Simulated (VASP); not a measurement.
# Ga2O (Ibam) in VASP: a series of runs

The runs below take Ga2O through single point, with PBE.

Everything below comes from runs of VASP 6.6.1. Logs are shortened: lines on timing, memory, paths and dates and some standing lists are left out, and cuts for length are marked.

## Step 1: The cell of the first run

It takes space group Ibam (No. 72, orthorhombic). The conventional cell has a = 4.472 Å, b = 7.976 Å, c = 5.439 Å, α = 90.00°, β = 90.00°, γ = 90.00°. Ga (site symmetry m) has 2 O at 2.04 Å and 2 Ga at 2.62 Å within 2.7 Å. O (site symmetry 222) has 4 Ga at 2.04 Å and 2 O at 2.72 Å within 2.8 Å.

## Step 2: Single point, PBE (16.17 Å³/atom)

INCAR

```
SYSTEM = Ga2O
ALGO     = Fast           ! electronic algorithm
EDIFF    = 1E-6           ! SCF threshold, eV
ENCUT    = 520            ! plane-wave cutoff, eV
GGA      = PE             ! functional
ISIF     = 2              ! what is computed and relaxed
ISMEAR   = 0              ! smearing method
LASPH    = .TRUE.         ! aspherical terms in the spheres
LCHARG   = .FALSE.        ! write CHGCAR
LREAL    = .FALSE.        ! projectors in reciprocal space
LWAVE    = .FALSE.        ! write WAVECAR
NBANDS   = 41             ! bands
NELM     = 100            ! most SCF steps
PREC     = Accurate       ! precision mode
SIGMA    = 0.1            ! smearing width, eV
```

KPOINTS

```
k-points
0
G
  10 10 10
  0 0 0
```

POSCAR

```
Ga2O
1.0
   -2.2359508000      3.9881470011      2.7196381125
    2.2359508000     -3.9881470011      2.7196381125
    2.2359508000      3.9881470011     -2.7196381125
Ga O
4 2
Direct
    0.1643504806      0.3256158950      0.4899663757
    0.6643504806      0.1743841050      0.8387345856
    0.8356495194      0.6743841050      0.5100336243
    0.3356495194      0.8256158950      0.1612654144
    0.7500000000      0.2500000000      0.5000000000
    0.2500000000      0.7500000000      0.5000000000
```

Potentials or basis: VASP PAW PBE potentials, release 64 (Ga_d, O).

The run is started by

```console
cat potpaw_PBE.64/Ga_d/POTCAR potpaw_PBE.64/O/POTCAR > POTCAR
mpirun -np 1 vasp_std > vasp.out
```

OUTCAR:

```text
SYSTEM = Ga2O
   EDIFF = 1E-6
   ENCUT = 520
   GGA = PE
   ISIF = 2
   ISMEAR = 0
   LASPH = .TRUE.
   LREAL = .FALSE.
   NELM = 100
   PREC = Accurate

 ion  position               nearest neighbor table
   1  0.164  0.326  0.490-   5 2.04   6 2.04   4 2.62   4 2.62
   2  0.664  0.174  0.839-   5 2.04   6 2.04   3 2.62   3 2.62
   3  0.836  0.674  0.510-   6 2.04   5 2.04   2 2.62   2 2.62
   4  0.336  0.826  0.161-   5 2.04   6 2.04   1 2.62   1 2.62
   5  0.750  0.250  0.500-   1 2.04   2 2.04   4 2.04   3 2.04
   6  0.250  0.750  0.500-   3 2.04   2 2.04   4 2.04   1 2.04

  LATTYP: Found a body centered orthorhombic cell.
 ALAT       =     4.4719016000
 B/A-ratio  =     1.2163228782
 C/A-ratio  =     1.7836470289

  Lattice vectors:

 A1 = (   2.2359508000,  -3.9881470011,  -2.7196381125)
 A2 = (  -2.2359508000,  -3.9881470011,   2.7196381125)
 A3 = (  -2.2359508000,   3.9881470011,  -2.7196381125)

Analysis of symmetry for initial positions (statically):
=====================================================================
 Subroutine PRICEL returns:
 Original cell was already a primitive cell.

 Routine SETGRP: Setting up the symmetry group for a
 body centered orthorhombic supercell.

 Subroutine GETGRP returns: Found  8 space group operations
 (whereof  4 operations were pure point group operations)
 out of a pool of  8 trial point group operations.

The static configuration has the point symmetry C_2h.
 The point group associated with its full space group is D_2h.

Analysis of symmetry for dynamics (positions and initial velocities):
=====================================================================
 Subroutine PRICEL returns:
 Original cell was already a primitive cell.

 Routine SETGRP: Setting up the symmetry group for a
 body centered orthorhombic supercell.

 Subroutine GETGRP returns: Found  8 space group operations
 (whereof  4 operations were pure point group operations)
 out of a pool of  8 trial point group operations.

The dynamic configuration has the point symmetry C_2h.
 The point group associated with its full space group is D_2h.

 Subroutine INISYM returns: Found  8 space group operations
 (whereof  4 operations are pure point group operations),
 and found     1 'primitive' translations

----------------------------------------------------------------------------------------

                                     Primitive cell

  volume of cell :      97.0073

  direct lattice vectors                    reciprocal lattice vectors
    -2.235950800  3.988147001  2.719638113     0.000000000  0.125371507  0.183847990
     2.235950800 -3.988147001  2.719638113     0.223618516  0.000000000  0.183847990
     2.235950800  3.988147001 -2.719638113     0.223618516  0.125371507  0.000000000

  length of vectors
     5.319889467  5.319889467  5.319889467     0.222526623  0.289491492  0.256365473

  position of ions in fractional coordinates (direct lattice)
     0.164350481  0.325615895  0.489966376
     0.664350481  0.174384105  0.838734586
     0.835649519  0.674384105  0.510033624
     0.335649519  0.825615895  0.161265414
     0.750000000  0.250000000  0.500000000
     0.250000000  0.750000000  0.500000000

  ion indices of the primitive-cell ions
   primitive index   ion index
                 1           1
                 2           2
                 3           3
                 4           4
                 5           5
                 6           6

----------------------------------------------------------------------------------------

 KPOINTS: k-points

Automatic generation of k-mesh.
 Grid dimensions read from file:
 generate k-points for:   10   10   10

 Generating k-lattice:

  Cartesian coordinates                     Fractional coordinates (reciprocal lattice)
     0.000000000  0.012537151  0.018384799     0.100000000  0.000000000 -0.000000000
     0.022361852  0.000000000  0.018384799     0.000000000  0.100000000  0.000000000
     0.022361852  0.012537151  0.000000000    -0.000000000  0.000000000  0.100000000

  Length of vectors
     0.022252662  0.028949149  0.025636547

  Shift w.r.t. Gamma in fractional coordinates (k-lattice)
     0.000000000  0.000000000  0.000000000

 Subroutine IBZKPT returns following result:
 ===========================================

 Found    171 irreducible k-points:

 Following reciprocal coordinates:
            Coordinates               Weight
  0.000000  0.000000  0.000000      1.000000
  0.100000  0.000000 -0.000000      4.000000
  0.200000  0.000000 -0.000000      4.000000
  0.300000  0.000000 -0.000000      4.000000
  0.400000  0.000000  0.000000      4.000000
  0.500000  0.000000 -0.000000      2.000000
[... 16 lines left out ...]
 -0.400000  0.200000  0.000000      8.000000
 -0.300000  0.200000 -0.000000      8.000000
 [... further k-points ...]
   k-points           NKPTS =    171   k-points in BZ     NKDIM =    171   number of bands    NBANDS=     41
   number of dos      NEDOS =    301   number of ions     NIONS =      6
   total plane-waves  NPLWV =  64000
   dimension x,y,z NGX =    40 NGY =   40 NGZ =   40
   dimension x,y,z NGXF=    80 NGYF=   80 NGZF=   80
   ions per type =               4   2
   NGX,Y,Z   is equivalent  to a cutoff of  12.50, 12.50, 12.50 a.u.
   NGXF,Y,Z  is equivalent  to a cutoff of  25.00, 25.00, 25.00 a.u.
 SYSTEM =  Ga2O
   PREC   = accura    normal or accurate (medium, high low for compatibility)
   ISTART =      0    job   : 0-new  1-cont  2-samecut
   ICHARG =      2    charge: 1-file 2-atom 10-const
   ISPIN  =      1    spin polarized calculation?
   LNONCOLLINEAR =      F non collinear calculations
   LSORBIT =      F    spin-orbit coupling
   LASPH  =      T    aspherical Exc in radial PAW
   ENCUT  =  520.0 eV  38.22 Ry    6.18 a.u.   9.89  9.89  9.89*2*pi/ulx,y,z
   NELM   =    100;   NELMIN=  2; NELMDL= -5     # of ELM steps
   EDIFF  = 0.1E-05   stopping-criterion for ELM
   LREAL  =      F    real-space projection
   EDIFFG = 0.1E-04   stopping-criterion for IOM
   NSW    =      0    number of steps for IOM
   IBRION =     -1    ionic relax: 0-MD 1-quasi-New 2-CG
   NFREE  =      0    steps in history (QN), initial steepest desc. (CG)
   ISIF   =      2    stress and relaxation
   ISYM   =      2    0-nonsym 1-usesym 2-fastsym
   POTIM  = 0.5000    time-step for ionic-motion
   TEBEG  =    0.0;   TEEND  =   0.0 temperature during run
   PSTRESS=    0.0 pullay stress
   NELECT =      64.0000    total number of electrons
   NUPDOWN=      -1.0000    fix difference up-down
   EMIN   =  10.00;   EMAX   =-10.00  energy-range for DOS
   EFERMI =   0.00;   METHOD = LEGACY
   ISMEAR =     0;   SIGMA  =   0.10  broadening in eV -4-tet -1-fermi 0-gaus
   EFERMI_NEDOS =   21; number of points for ismear=-14 and -15
   IALGO  =     68    algorithm
   IMIX   =      4    mixing-type and parameters
     AMIX     =   0.40;   BMIX     =  1.00
     AMIX_MAG =   1.60;   BMIX_MAG =  1.00
  volume/ion in A,a.u.               =      16.17       109.11
  Fermi-wavevector in a.u.,A,eV,Ry     =   1.425170  2.693181 27.634920  2.031109
  Thomas-Fermi vector in A             =   2.545583
   LORBIT       =      0    0 simple, 1 ext, 2 COOP (PROOUT), +10 PAW based schemes
   GGA     = PE    functional components
   LHFCALC =     F    Hartree Fock is set to
   AEXX    =    0.0000 exact exchange contribution
   IVDW    =     0    specifies the selected vdW correction
   LEPSILON=     F    determine dielectric tensor
   LRPA    =     F    only Hartree local field effects (RPA)
 non-spin polarized calculation
 RMM-DIIS sequential band-by-band and
 Gauss-broadening in eV      SIGMA  =   0.10
  energy-cutoff  :      520.00
  volume of cell :       97.01
 maximum number of plane-waves:      2631
   NGX = 19   NGY = 19   NGZ = 19

 number of electron      64.0000010 magnetization

 Free energy of the ion-electron system (eV)
  ---------------------------------------------------
  ext. energy  EPLUGINS =         0.00000000
  ---------------------------------------------------
  free energy    TOTEN  =       -26.58903031 eV

  energy without entropy =      -26.58418119  energy(sigma->0) =      -26.58660575

 E-fermi :   4.7594     XC(G=0): -10.4558

 val. band max:        4.7521183825   @ k =   0.4000  -0.3000   0.2000
 cond. band min:       4.7721198851   @ k =  -0.3000   0.4000   0.3000
 fundamental gap:      0.0200015026
 Fermi energy:         4.7593823175

 k-point     1 :       0.0000    0.0000    0.0000
  band No.  band energies     occupation
      1     -15.4860      2.00000
      2     -14.7206      2.00000
      3     -10.3158      2.00000
      4     -10.2442      2.00000
      5     -10.2234      2.00000
      6     -10.2212      2.00000
[... 33 lines left out ...]
     40      10.8039      0.00000
     41      11.4383      0.00000

 k-point     2 :       0.1000    0.0000   -0.0000
  band No.  band energies     occupation
      1     -15.4661      2.00000
      2     -14.7382      2.00000
      3     -10.3134      2.00000
      4     -10.2476      2.00000
      5     -10.2324      2.00000
      6     -10.2208      2.00000
[... 33 lines left out ...]
     40      11.0344      0.00000
     41      11.8066      0.00000

 k-point     3 :       0.2000    0.0000   -0.0000
  band No.  band energies     occupation
      1     -15.4091      2.00000
      2     -14.7897      2.00000
      3     -10.3065      2.00000
      4     -10.2534      2.00000
      5     -10.2370      2.00000
      6     -10.2232      2.00000
[... 33 lines left out ...]
     40      11.4624      0.00000
     41      12.0601      0.00000

 k-point     4 :       0.3000    0.0000   -0.0000
  band No.  band energies     occupation
      1     -15.3209      2.00000
      2     -14.8707      2.00000
      3     -10.2960      2.00000
      4     -10.2548      2.00000
      5     -10.2381      2.00000
      6     -10.2289      2.00000
[... 825 lines left out ...]
     40      11.4216      0.00000
     41      11.9698      0.00000

 k-point    23 :      -0.4000    0.2000    0.0000
  band No.  band energies     occupation
      1     -15.3802      2.00000
      2     -14.7844      2.00000
      3     -10.3076      2.00000
      4     -10.2652      2.00000
      5     -10.2523      2.00000
      6     -10.2326      2.00000
[... 33 lines left out ...]
     40      11.7520      0.00000
     41      12.4171      0.00000

 k-point    24 :      -0.3000    0.2000   -0.0000
  band No.  band energies     occupation
      1     -15.4388      2.00000
      2     -14.7316      2.00000
      3     -10.3177      2.00000
      4     -10.2603      2.00000
      5     -10.2487      2.00000
      6     -10.2270      2.00000
[... 33 lines left out ...]
     40      11.4333      0.00000
     41      12.1284      0.00000

 [... further k-points ...]

------------------------ aborting loop because EDIFF is reached ----------------------------------------

  FORCE on cell =-STRESS in cart. coord.  units (eV):
  Direction    XX          YY          ZZ          XY          YZ          ZX
  --------------------------------------------------------------------------------------
  -------------------------------------------------------------------------------------
  Total        0.9940456      1.1044216      1.0904898      0.0000000      0.0000000      0.0000000
  in kB       16.4177029     18.2406774     18.0105790      0.0000000      0.0000000      0.0000000
  external PRESSURE =      17.5563198 kB  Pullay stress =       0.0000000 kB

 VOLUME and BASIS-vectors are now :
 -----------------------------------------------------------------------------
  energy-cutoff  :      520.00
  volume of cell :       97.01
      direct lattice vectors                 reciprocal lattice vectors
    -2.235950800  3.988147001  2.719638113     0.000000000  0.125371507  0.183847990
     2.235950800 -3.988147001  2.719638113     0.223618516  0.000000000  0.183847990
     2.235950800  3.988147001 -2.719638113     0.223618516  0.125371507  0.000000000

 POSITION                                       TOTAL-FORCE (eV/Angst)
 -----------------------------------------------------------------------------------
      1.45612      1.31091     -0.00000        -0.034855      0.051296     -0.000000
      0.77983      5.29905      0.00000         0.034855      0.051296      0.000000
      0.77983      2.67724      2.71964         0.034855     -0.051296      0.000000
      1.45612     -1.31091      2.71964        -0.034855     -0.051296      0.000000
     -0.00000      3.98815      1.35982        -0.000000     -0.000000      0.000000
      2.23595     -0.00000      1.35982        -0.000000      0.000000      0.000000
 -----------------------------------------------------------------------------------
    total drift:                               -0.000000     -0.000000      0.000000

  FREE ENERGIE OF THE ION-ELECTRON SYSTEM (eV)
  ---------------------------------------------------
  free  energy   TOTEN  =       -26.5890303054 eV

  energy  without entropy=      -26.5841811910  energy(sigma->0) =      -26.58660575
```

Wall time 10 min (1 thread of Oxide Virtual Turin-like, shared host); peak memory 0.57 GiB.

What came out:

```yaml
Free_energy: -26.5890 eV
Pressure: 1.8 GPa
Largest_force: 0.062 eV/Å
Band_gap_on_the_k_mesh: zero (bands 32 and 33 overlap by 1.60 eV)
```

Forces in eV/Å, atoms in the order of the input:
```
Ga  -0.035  0.051  0.000
Ga   0.035  0.051  0.000
Ga   0.035 -0.051  0.000
Ga  -0.035 -0.051  0.000
O    0.000  0.000  0.000
O    0.000  0.000  0.000
```

Levels at points of the mesh, in eV from the Fermi level:
| k point | band 30 | band 31 | band 32 | band 33 | band 34 | band 35 |
| --- | --- | --- | --- | --- | --- | --- |
| (0.00, 0.00, 0.00) | -3.49 | -0.98 | -0.12 | 1.49 | 2.46 | 2.54 |
| (0.50, 0.00, 0.00) | -3.64 | -0.31 | -0.31 | 1.67 | 1.67 | 2.70 |
| (0.00, 0.50, 0.00) | -2.96 | -2.59 | -2.59 | 2.40 | 2.40 | 4.60 |
| (0.50, 0.50, 0.00) | -2.83 | -2.29 | -1.36 | 0.76 | 2.35 | 2.46 |
| (0.50, 0.50, 0.50) | -2.53 | -2.19 | -1.30 | 0.08 | 0.58 | 2.24 |

## Step 3: Single point, PBE

This run uses another cell than the first one, of 16.67 Å³/atom.

INCAR

```
PREC = Accurate
ENCUT = 520
EDIFF = 1E-6
ISMEAR = 0
SIGMA = 0.1
LREAL = F
LASPH = T
NELM = 100
ALGO = Fast
ISIF = 2
LWAVE = F
LCHARG = F
GGA = PE
NBANDS = 41
```

KPOINTS

```
regular mesh
0
Gamma
  10 10 10
```

POSCAR

```
Ga2O
1.0
   -2.2767765048      4.0067283448      2.7407062228
    2.2767765048     -4.0067283448      2.7407062228
    2.2767765048      4.0067283448     -2.7407062228
Ga O
4 2
Direct
    0.1668357404      0.3376592390      0.5044949794
    0.6668357404      0.1623407610      0.8291765015
    0.8331642596      0.6623407610      0.4955050206
    0.3331642596      0.8376592390      0.1708234985
    0.7500000000      0.2500000000      0.5000000000
    0.2500000000      0.7500000000      0.5000000000
```

Potentials or basis: VASP PAW PBE potentials, release 64 (Ga_d, O).

The run is started by

```console
cat potpaw_PBE.64/Ga_d/POTCAR potpaw_PBE.64/O/POTCAR > POTCAR
mpirun -np 1 vasp_std > vasp.out
```

Wall time 10 min (1 thread of Oxide Virtual Turin-like, shared host); peak memory 0.58 GiB.

Results (log left out):

```yaml
Free_energy: -26.6060 eV
Pressure: 0.3 GPa
Largest_force: 0.067 eV/Å
Band_gap_on_the_k_mesh: zero (bands 32 and 33 overlap by 1.44 eV)
```

Forces in eV/Å, atoms in the order of the input:
```
Ga  -0.033  0.058  0.000
Ga   0.033  0.058  0.000
Ga   0.033 -0.058  0.000
Ga  -0.033 -0.058  0.000
O    0.000  0.000  0.000
O    0.000  0.000  0.000
```

Stress tensor (GPa, compression positive):
```
0.16 0.00 0.00
0.00 0.45 0.00
0.00 0.00 0.43
```

Levels at points of the mesh, in eV from the Fermi level:
| k point | band 30 | band 31 | band 32 | band 33 | band 34 | band 35 |
| --- | --- | --- | --- | --- | --- | --- |
| (0.00, 0.00, 0.00) | -3.44 | -1.09 | -0.07 | 1.53 | 2.58 | 2.71 |
| (0.50, 0.00, 0.00) | -3.58 | -0.22 | -0.22 | 1.54 | 1.54 | 2.67 |
| (0.00, 0.50, 0.00) | -2.92 | -2.54 | -2.54 | 2.54 | 2.54 | 4.54 |
| (0.50, 0.50, 0.00) | -2.80 | -2.24 | -1.36 | 0.76 | 2.33 | 2.49 |
| (0.50, 0.50, 0.50) | -2.48 | -1.88 | -1.22 | -0.12 | 0.44 | 2.08 |

The gap in the log of VASP goes by the Fermi energy; the results here count the filled bands.